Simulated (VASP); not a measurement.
Input of a VASP 6.6.1 run:

The input INCAR:

```
PREC     = Accurate       # precision mode
ENCUT    = 520            # plane-wave cutoff, eV
EDIFF    = 1E-6           # SCF threshold, eV
ISMEAR   = -1             # smearing method
SIGMA    = 0.1            # smearing width, eV
LREAL    = False          # projectors in reciprocal space
LASPH    = True           # aspherical terms in the spheres
NELM     = 100            # most SCF steps
ALGO     = Normal         # electronic algorithm
ISIF     = 2              # what is computed and relaxed
LWAVE    = False          # write WAVECAR
LCHARG   = False          # write CHGCAR
GGA      = PE             # functional
NBANDS   = 25             # bands
```

Contents of KPOINTS:

```
Automatic mesh
0
Gamma
  11 11 15
```

The input POSCAR:

```
Zn
1.0
    4.6004006540      0.0000000000      0.0000000000
   -2.3002003270      3.9840638340      0.0000000000
    0.0000000000      0.0000000000      2.7562819030
Zn
3
Direct
    0.0000000000      1.0000000000      0.0000000000
    0.3333333333      0.6666666667      0.5000000000
    0.6666666667      0.3333333333      0.5000000000
```

Potentials or basis: VASP PAW PBE potentials, release 64 (Zn).

Launch:

```sh
$ cat potpaw_PBE.64/Zn/POTCAR > POTCAR
$ mpirun -np 1 vasp_std > vasp.out
```

**Question.** Estimate the band gap on the k mesh.

**Answer.** Zero (band 18 reaches 6.40 eV, above the bottom of band 19 at 1.23 eV).

**Question.** What does it give for the pressure?

**Answer.** -3.6 GPa.

Stress tensor (GPa, compression positive):
```
-3.51  0.00  0.00
 0.00 -3.51  0.00
 0.00  0.00 -3.86
```
